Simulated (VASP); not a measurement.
# Al4GeRu (P6/mmm) in VASP: further runs

The runs below take Al4GeRu through single point, with PBE.

All numbers are computed with VASP 6.6.1; they aren't measurements. Logs are shortened: lines on timing, memory, paths and dates and some standing lists are left out, and cuts for length are marked.

### Step 1. The cell of the first run

The structure is hexagonal, space group P6/mmm (No. 191). The conventional cell has a = 3.495 Å, b = 3.495 Å, c = 7.597 Å, α = 90.00°, β = 90.00°, γ = 120.00°. Al (site symmetry 3m) has 3 Al at 2.02 Å within 2.7 Å. Within 3.6 Å of Ge (site symmetry 6/mmm) lie 12 Al at 2.74 Å and 6 Ge at 3.50 Å. Within 3.7 Å of Ru (site symmetry 6/mmm) lie 12 Al at 2.80 Å and 6 Ru at 3.50 Å.

### Step 2. Single point, PBE

INCAR reads:

```
SYSTEM = Al4GeRu
PREC = Accurate ; ENCUT = 520
EDIFF = 1E-7 ; ISMEAR = 0
SIGMA = 0.1 ; LREAL = .FALSE.
LASPH = .TRUE. ; NELM = 80
ALGO = Normal ; ISIF = 2
LWAVE = .FALSE. ; LCHARG = .FALSE.
GGA = PE ; NBANDS = 29
```

KPOINTS reads:

```
Automatic mesh
0
G
  6 6 2
  0 0 0
```

POSCAR reads:

```
Al4GeRu
1.0
    3.4954729700      0.0000000000      0.0000000000
   -1.7477364900      3.0271683900      0.0000000000
    0.0000000000      0.0000000000      7.5965692100
Al Ge Ru
4 1 1
Direct
    0.3333333300      0.6666666700      0.7444408500
    0.3333333300      0.6666666700      0.2555591500
    0.6666666700      0.3333333300      0.7444408500
    0.6666666700      0.3333333300      0.2555591500
    0.0000000000      0.0000000000      0.5000000000
    0.0000000000      0.0000000000      0.0000000000
```

Potentials or basis: VASP PAW PBE potentials, release 64 (Al, Ge_d, Ru_pv).

Run with:

```bash
$ cat potpaw_PBE.64/Al/POTCAR potpaw_PBE.64/Ge_d/POTCAR potpaw_PBE.64/Ru_pv/POTCAR > POTCAR
$ mpirun -np 1 vasp_std > vasp.out
```

OUTCAR:

```text
SYSTEM = Al4GeRu
   PREC = Accurate
   ENCUT = 520
   EDIFF = 1E-7
   ISMEAR = 0
   LREAL = .FALSE.
   LASPH = .TRUE.
   NELM = 80
   ISIF = 2
   GGA = PE

 ion  position               nearest neighbor table
   1  0.333  0.667  0.744-   3 2.02   3 2.02   3 2.02   5 2.74   5 2.74   5 2.74   6 2.80   6 2.80
                             6 2.80
   2  0.333  0.667  0.256-   4 2.02   4 2.02   4 2.02   5 2.74   5 2.74   5 2.74   6 2.80   6 2.80
                             6 2.80
   3  0.667  0.333  0.744-   1 2.02   1 2.02   1 2.02   5 2.74   5 2.74   5 2.74   6 2.80   6 2.80
                             6 2.80
   4  0.667  0.333  0.256-   2 2.02   2 2.02   2 2.02   5 2.74   5 2.74   5 2.74   6 2.80   6 2.80
                             6 2.80
   5  0.000  0.000  0.500-   1 2.74   2 2.74   3 2.74   4 2.74   3 2.74   4 2.74   1 2.74   2 2.74
                             3 2.74   4 2.74   1 2.74   2 2.74
   6  0.000  0.000  0.000-   1 2.80   2 2.80   3 2.80   4 2.80   3 2.80   4 2.80   1 2.80   2 2.80
                             3 2.80   4 2.80   1 2.80   2 2.80

  LATTYP: Found a hexagonal cell.
 ALAT       =     3.4954729700
 C/A-ratio  =     2.1732593200

  Lattice vectors:

 A1 = (   3.4954729700,   0.0000000000,   0.0000000000)
 A2 = (  -1.7477364900,   3.0271683900,   0.0000000000)
 A3 = (   0.0000000000,   0.0000000000,   7.5965692100)

Analysis of symmetry for initial positions (statically):
=====================================================================
 Subroutine PRICEL returns:
 Original cell was already a primitive cell.

 Routine SETGRP: Setting up the symmetry group for a
 hexagonal supercell.

 Subroutine GETGRP returns: Found 24 space group operations
 (whereof 24 operations were pure point group operations)
 out of a pool of 24 trial point group operations.

The static configuration has the point symmetry D_6h.

Analysis of symmetry for dynamics (positions and initial velocities):
=====================================================================
 Subroutine PRICEL returns:
 Original cell was already a primitive cell.

 Routine SETGRP: Setting up the symmetry group for a
 hexagonal supercell.

 Subroutine GETGRP returns: Found 24 space group operations
 (whereof 24 operations were pure point group operations)
 out of a pool of 24 trial point group operations.

The dynamic configuration has the point symmetry D_6h.

 Subroutine INISYM returns: Found 24 space group operations
 (whereof 24 operations are pure point group operations),
 and found     1 'primitive' translations

[... 95 lines left out ...]
   IBRION =     -1    ionic relax: 0-MD 1-quasi-New 2-CG
   NFREE  =      0    steps in history (QN), initial steepest desc. (CG)
   ISIF   =      2    stress and relaxation
   ISYM   =      2    0-nonsym 1-usesym 2-fastsym
   POTIM  = 0.5000    time-step for ionic-motion
   TEBEG  =    0.0;   TEEND  =   0.0 temperature during run
   PSTRESS=    0.0 pullay stress
   NELECT =      40.0000    total number of electrons
   NUPDOWN=      -1.0000    fix difference up-down
   EMIN   =  10.00;   EMAX   =-10.00  energy-range for DOS
   EFERMI =   0.00;   METHOD = LEGACY
   ISMEAR =     0;   SIGMA  =   0.10  broadening in eV -4-tet -1-fermi 0-gaus
   EFERMI_NEDOS =   21; number of points for ismear=-14 and -15
   IALGO  =     38    algorithm
   IMIX   =      4    mixing-type and parameters
     AMIX     =   0.40;   BMIX     =  1.00
     AMIX_MAG =   1.60;   BMIX_MAG =  1.00
  volume/ion in A,a.u.               =      13.40        90.41
  Fermi-wavevector in a.u.,A,eV,Ry     =   1.297303  2.451548 22.898545  1.682996
  Thomas-Fermi vector in A             =   2.428704
   LORBIT       =      0    0 simple, 1 ext, 2 COOP (PROOUT), +10 PAW based schemes
   GGA     = PE    functional components
   LHFCALC =     F    Hartree Fock is set to
   AEXX    =    0.0000 exact exchange contribution
   IVDW    =     0    specifies the selected vdW correction
   LEPSILON=     F    determine dielectric tensor
   LRPA    =     F    only Hartree local field effects (RPA)
 non-spin polarized calculation
 Gauss-broadening in eV      SIGMA  =   0.10
  energy-cutoff  :      520.00
  volume of cell :       80.38
 maximum number of plane-waves:      2181
 NGX is ok and might be reduce to    28
   NGX = 13   NGY = 13   NGZ = 29

 number of electron      40.0000011 magnetization

 Free energy of the ion-electron system (eV)
  ---------------------------------------------------
  ext. energy  EPLUGINS =         0.00000000
  ---------------------------------------------------
  free energy    TOTEN  =       -17.47876232 eV

  energy without entropy =      -17.45931017  energy(sigma->0) =      -17.46903624

 E-fermi :  10.6064     XC(G=0): -11.7872

 val. band max:       10.5725986253   @ k =   0.3333   0.0000   0.5000
 cond. band min:      10.6068830925   @ k =   0.3333   0.1667   0.5000
 fundamental gap:      0.0342844672
 Fermi energy:        10.6064325183

 k-point     1 :       0.0000    0.0000    0.0000
  band No.  band energies     occupation
      1     -31.9160      2.00000
      2     -31.6694      2.00000
      3     -31.6694      2.00000
      4     -14.2699      2.00000
      5     -14.2611      2.00000
      6     -14.2611      2.00000
[... 437 lines left out ...]
     28      18.5895      0.00000
     29      18.5895      0.00000

------------------------ aborting loop because EDIFF is reached ----------------------------------------

  FORCE on cell =-STRESS in cart. coord.  units (eV):
  Direction    XX          YY          ZZ          XY          YZ          ZX
  --------------------------------------------------------------------------------------
  -------------------------------------------------------------------------------------
  Total       45.4241390     45.4241389     -2.2144463     -0.0000001      0.0000000      0.0000000
  in kB      905.3932643    905.3932642    -44.1383109     -0.0000015      0.0000000      0.0000000
  external PRESSURE =     588.8827392 kB  Pullay stress =       0.0000000 kB

 VOLUME and BASIS-vectors are now :
 -----------------------------------------------------------------------------
  energy-cutoff  :      520.00
  volume of cell :       80.38
      direct lattice vectors                 reciprocal lattice vectors
     3.495472970  0.000000000  0.000000000     0.286084318  0.165170858  0.000000000
    -1.747736490  3.027168390  0.000000000     0.000000000  0.330341716  0.000000000
     0.000000000  0.000000000  7.596569210     0.000000000  0.000000000  0.131638372

 POSITION                                       TOTAL-FORCE (eV/Angst)
 -----------------------------------------------------------------------------------
     -0.00000      2.01811      5.65520        -0.000000      0.000000      1.195938
     -0.00000      2.01811      1.94137        -0.000000      0.000000     -1.195938
      1.74774      1.00906      5.65520         0.000000     -0.000000      1.195938
      1.74774      1.00906      1.94137         0.000000     -0.000000     -1.195938
      0.00000      0.00000      3.79828         0.000000     -0.000000      0.000000
      0.00000      0.00000      0.00000         0.000000     -0.000000      0.000000
 -----------------------------------------------------------------------------------
    total drift:                               -0.000000     -0.000000      0.000000

  FREE ENERGIE OF THE ION-ELECTRON SYSTEM (eV)
  ---------------------------------------------------
  free  energy   TOTEN  =       -17.4787623187 eV

  energy  without entropy=      -17.4593101664  energy(sigma->0) =      -17.46903624
```

OSZICAR:

```text
N       E                     dE             d eps       ncg     rms          rms(c)
DAV:   1     0.336937666096E+03    0.33694E+03   -0.19151E+04  1041   0.231E+03
DAV:   2     0.169334261674E+02   -0.32000E+03   -0.30916E+03   853   0.663E+02
DAV:   3    -0.186110375852E+02   -0.35544E+02   -0.34620E+02   947   0.121E+02
DAV:   4    -0.200670321118E+02   -0.14560E+01   -0.14505E+01  1011   0.258E+01
DAV:   5    -0.201101359503E+02   -0.43104E-01   -0.43096E-01  1093   0.481E+00    0.153E+01
DAV:   6    -0.246527116619E+02   -0.45426E+01   -0.75925E+01   890   0.359E+01    0.202E+01
DAV:   7    -0.176747339775E+02    0.69780E+01   -0.14726E+01   881   0.282E+01    0.448E+00
DAV:   8    -0.175321298529E+02    0.14260E+00   -0.24837E+00   999   0.693E+00    0.260E+00
DAV:   9    -0.174891612620E+02    0.42969E-01   -0.34900E-01   905   0.340E+00    0.883E-01
DAV:  10    -0.174787735646E+02    0.10388E-01   -0.35914E-02   983   0.120E+00    0.296E-01
DAV:  11    -0.174788632933E+02   -0.89729E-04   -0.14921E-03  1055   0.248E-01    0.257E-01
DAV:  12    -0.174787805660E+02    0.82727E-04   -0.37935E-04  1130   0.178E-01    0.541E-02
DAV:  13    -0.174787650331E+02    0.15533E-04   -0.10506E-04  1066   0.867E-02    0.207E-02
DAV:  14    -0.174787630189E+02    0.20142E-05   -0.16568E-05   933   0.242E-02    0.666E-03
DAV:  15    -0.174787625616E+02    0.45730E-06   -0.90034E-07   913   0.680E-03    0.335E-03
DAV:  16    -0.174787623406E+02    0.22097E-06   -0.67317E-08   561   0.177E-03    0.166E-03
DAV:  17    -0.174787623187E+02    0.21876E-07   -0.92004E-08   536   0.213E-03
   1 F= -.17478762E+02 E0= -.17469036E+02  d E =-.194522E-01
```

Wall time 24 s (1 thread of Intel Xeon 6975P-C (Granite Rapids), shared host); peak memory 0.21 GiB.

Results:

```
Free energy            : -17.4788 eV
Pressure               : 58.9 GPa
Largest force          : 1.196 eV/Å
Band gap on the k mesh : zero (band 20 reaches 11.84 eV, above the bottom of band 21 at 10.14 eV)
```

Forces in eV/Å, atoms in the order of the input:
```
Al   0.000  0.000  1.196
Al   0.000  0.000 -1.196
Al   0.000  0.000  1.196
Al   0.000  0.000 -1.196
Ge   0.000  0.000  0.000
Ru   0.000  0.000  0.000
```

Stress tensor (GPa, compression positive):
```
90.54  0.00  0.00
 0.00 90.54  0.00
 0.00  0.00 -4.41
```

Levels at points of the mesh, in eV from the Fermi level:
```tsv
k point	band 17	band 18	band 19	band 20	band 21	band 22	band 23	band 24
(0.00, 0.00, 0.00)	-1.92	0.74	0.74	1.13	1.59	1.59	1.71	1.71
(0.50, 0.00, 0.00)	-2.57	-2.21	-0.33	-0.08	0.17	0.80	1.04	2.09
(0.00, 0.00, 0.50)	-1.98	1.11	1.11	1.23	1.23	2.33	2.33	2.98
(0.50, 0.00, 0.50)	-1.48	-1.28	-1.18	-1.05	-0.33	0.48	0.90	1.30
```

Caveat: the k points lie up to 0.41 Å⁻¹ apart; forces of over 1 eV/Å act on the atoms, so gaps and moduli don't describe the material at rest.

### Step 3. Single point, PBE

This run uses another cell than the first one, of 15.94 Å³/atom, 1.190 times its volume.

INCAR reads:

```
SYSTEM = Al4GeRu
  PREC = Accurate
  ENCUT = 520
  EDIFF = 1E-6
  ISMEAR = 0
  SIGMA = 0.1
  LREAL = .FALSE.
  LASPH = .TRUE.
  NELM = 100
  ALGO = Normal
  ISIF = 2
  LWAVE = .FALSE.
  LCHARG = .FALSE.
  GGA = PE
  NBANDS = 29
```

KPOINTS is that of step 2.

POSCAR reads:

```
Al4GeRu
1.0
    4.6663309256      0.0000000039      0.0000000000
   -2.3331654661      4.0411611221      0.0000000000
    0.0000000000      0.0000000000      5.0706657580
Al Ge Ru
4 1 1
Direct
    0.3333333333      0.6666666667      0.7538359750
    0.3333333333      0.6666666667      0.2461640250
    0.6666666667      0.3333333333      0.7538359750
    0.6666666667      0.3333333333      0.2461640250
    0.0000000000      0.0000000000      0.5000000000
    0.0000000000      0.0000000000      0.0000000000
```

Potentials or basis: VASP PAW PBE potentials, release 64 (Al, Ge_d, Ru_pv).

Run with:

```bash
$ cat potpaw_PBE.64/Al/POTCAR potpaw_PBE.64/Ge_d/POTCAR potpaw_PBE.64/Ru_pv/POTCAR > POTCAR
$ mpirun -np 1 vasp_std > vasp.out
```

Run time: 19 s. Hardware: 1 thread of Intel Xeon 6975P-C (Granite Rapids), shared host; peak memory 0.23 GiB.

The run converged. Its results:

```yaml
Free_energy: -28.1355 eV
Pressure: -0.1 GPa
Largest_force: 0.007 eV/Å
Band_gap_on_the_k_mesh: zero (band 20 reaches 9.30 eV, above the bottom of band 21 at 8.76 eV)
```

Forces on the atoms (eV/Å):
```
Al   0.000  0.000 -0.007
Al   0.000  0.000  0.007
Al   0.000  0.000 -0.007
Al   0.000  0.000  0.007
Ge   0.000  0.000  0.000
Ru   0.000  0.000  0.000
```

Levels at points of the mesh, in eV from the Fermi level:
```
           k point  band 16  band 17  band 18  band 19  band 20  band 21  band 22  band 23  band 24  band 25
(0.00, 0.00, 0.00)    -3.12    -2.79    -2.79    -2.70    -0.20    -0.20    -0.03     0.93     1.58     1.58
(0.50, 0.00, 0.00)    -3.17    -2.84    -2.38    -2.14    -0.03     0.21     0.55     0.78     2.08     2.32
(0.00, 0.00, 0.50)    -3.78    -1.65    -1.65    -1.48    -1.33     0.11     0.11     0.40     0.40     1.36
(0.50, 0.00, 0.50)    -2.81    -2.48    -2.10    -1.96    -0.82     0.91     2.35     2.61     3.50     3.54
```

Caveat: the k points lie up to 0.62 Å⁻¹ apart.
